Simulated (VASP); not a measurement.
Write the native input for VASP 6.6.1 that does the following.

- Task: single point
- Functional: PBE
- Dispersion: D3(BJ)
- Potentials or basis: VASP PAW PBE potentials, release 64 (Mo_sv, S)
- Cutoff: 520 eV
- k mesh: 12 × 12 × 6
- Occupations: gaussian, width 0.05 eV
- Spin: no spin polarisation
- Dipole correction: no
- Further INCAR settings: ALGO = Normal; EDIFF = 1e-06; NBANDS = 20

The structure of MoS2 lies in POSCAR:

```
MoS2
1.0
    3.0512299422      0.0000000000      0.0000000000
   -1.5256149711      2.6424426427      0.0000000000
    0.0000000000      0.0000000000      7.0836363277
Mo S
1 2
Direct
    0.0000000000      0.0000000000      0.0000000000
    0.3333333333      0.6666666667      0.2356692374
    0.3333333333      0.6666666667      0.7643307626
```

This cell differs from its parent crystal: ratio of the length along z to the lengths across it x 1.1, volume and fractional coordinates fixed.

These files were run (other wordings do the same):

INCAR

```
PREC     = Accurate       # precision mode
ENCUT    = 520            # plane-wave cutoff, eV
EDIFF    = 1E-6           # SCF threshold, eV
ISMEAR   = 0              # smearing method
SIGMA    = 0.05           # smearing width, eV
LREAL    = F              # projectors in reciprocal space
LASPH    = T              # aspherical terms in the spheres
NELM     = 100            # most SCF steps
ALGO     = Normal         # electronic algorithm
ISIF     = 2              # what is computed and relaxed
LWAVE    = F              # write WAVECAR
LCHARG   = F              # write CHGCAR
GGA      = PE             # functional
IVDW     = 12             # dispersion correction
NBANDS   = 20             # bands
```

KPOINTS

```
Automatic mesh
0
Gamma
  12 12 6
```

Potentials or basis: VASP PAW PBE potentials, release 64 (Mo_sv, S).

Command:

```sh
$ cat potpaw_PBE.64/Mo_sv/POTCAR potpaw_PBE.64/S/POTCAR > POTCAR
$ mpirun -np 1 vasp_std > vasp.out
```

It gave:

```yaml
Pressure: -0.9 GPa
Largest_force: 1.146 eV/Å
Band_gap_on_the_k_mesh: 1.20 eV, indirect (least direct gap 2.06 eV)
Dispersion_energy_per_atom: -0.400 eV
```

Caveat: forces of over 1 eV/Å act on the atoms, so gaps and moduli don't describe the material at rest.

It took 42 s on 1 thread of Intel(R) Xeon(R) 6975P-C (Granite Rapids), on a shared host, peak memory 0.23 GiB.
